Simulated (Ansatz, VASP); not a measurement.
**One calculation of BN, two programs**

File INCAR:

```
ALGO     = Normal         # electronic algorithm
EDIFF    = 1E-6           # SCF threshold, eV
ENCUT    = 600            # plane-wave cutoff, eV
GGA_COMPAT= False        
ISIF     = 2              # what is computed and relaxed
ISMEAR   = 1              # smearing method
LASPH    = True           # aspherical terms in the spheres
LCHARG   = True           # write CHGCAR
LDAU     = True           # DFT+U
LDAUJ    = 0 0          
LDAUL    = -1 1           # shell
LDAUPRINT= 1            
LDAUTYPE = 2            
LDAUU    = 0 1.3          # U, eV
LELF     = True           # ELF
LREAL    = False          # projectors in reciprocal space
LVHAR    = True         
LWAVE    = False          # write WAVECAR
NBANDS   = 16             # bands
NELM     = 200            # most SCF steps
PREC     = Accurate       # precision mode
SIGMA    = 0.1            # smearing width, eV
```

The input KPOINTS:

```
k-points
0
Gamma
  3 3 1
```

POSCAR

```
BN
1.0
    2.5539396017      0.0000000000      0.0000000000
   -1.2769698009      2.2117765748      0.0000000000
    0.0000000000      0.0000000000      4.2268550000
B N
2 2
Direct
    0.6666666667      0.3333333333      0.9997240000
    0.3333333333      0.6666666667      0.4997240000
    0.6666666667      0.3333333333      0.6252760000
    0.3333333333      0.6666666667      0.1252760000
```

Input for Ansatz:

```yaml
crystal:
  lattice:
    - [2.5539396017, 0.0, 0.0]
    - [-1.2769698009, 2.2117765748, 0.0]
    - [0.0, 0.0, 4.226855]
  atoms:
    - { symbol: B, position: [0.6666666667, 0.3333333333, 0.999724] }
    - { symbol: B, position: [0.3333333333, 0.6666666667, 0.499724] }
    - { symbol: "N", position: [0.6666666667, 0.3333333333, 0.625276] }
    - { symbol: "N", position: [0.3333333333, 0.6666666667, 0.125276] }
basis:
  ecutwfc: "46 Ry"
  ecutrho_ratio: 12
kpoints:
  mp_grid: { grid: [3, 3, 1] }
hamiltonian:
  xc: lda
  hubbard:
    sites: [{ species: "N", l: p, u_eff: 1.3 }]
    projectors: ortho-atomic
scf:
  occupations: { method: cold }
  mixing: { beta: 0.045, ndim: 4 }
  initial_density: { chi_scale: 0, normalization: atom }
  max_iter: 80
  convergence: { dr2_threshold: "1e-8 eV" }
output:
  forces: true
  stress: true
  eigenvalues: true
```

Alike in both runs: task single point; functional LDA; k mesh 3 × 3 × 1; no spin polarisation; Hubbard terms N p U = 1.3 eV.

|  | VASP | Ansatz |
| --- | --- | --- |
| version | VASP 6.6.1 | Ansatz 0.2.0 |
| potentials or method | VASP PAW LDA potentials, release 64 (B, N), cutoff 600 eV | scalar-relativistic, plane waves, PAW |
| occupations | methfessel-paxton of order 1, width 0.1 eV | cold |
| valence electrons in the cell | 16 | 16 |

|  | VASP | Ansatz | Ansatz less VASP |
| --- | --- | --- | --- |
| gap on the k mesh at the Fermi level (eV) | 4.86 | 5.01 | +0.146 |
| least direct gap on the mesh (eV) | 8.09 | 8.25 | +0.156 |
| pressure (GPa) | -8.0 | -10.2 | -2.24 |
| traceless stress, the component that is largest in VASP (GPa) | -24.41 | -24.10 | +0.313 |
| rms of the force components (eV/Å) | 0.791 | 0.770 | -0.0211 |

LDA's correlation is that of Perdew and Zunger in VASP and of Perdew and Wang (1992) in Ansatz. The programs project onto different local orbitals, so the same U acts differently, and such runs can settle in different states. Atom by atom the forces differ by 0.021 eV/Å (rms over components). Ansatz's warnings: stress scf threshold loose.

The k mesh is coarse, so the values compare programs but aren't converged.
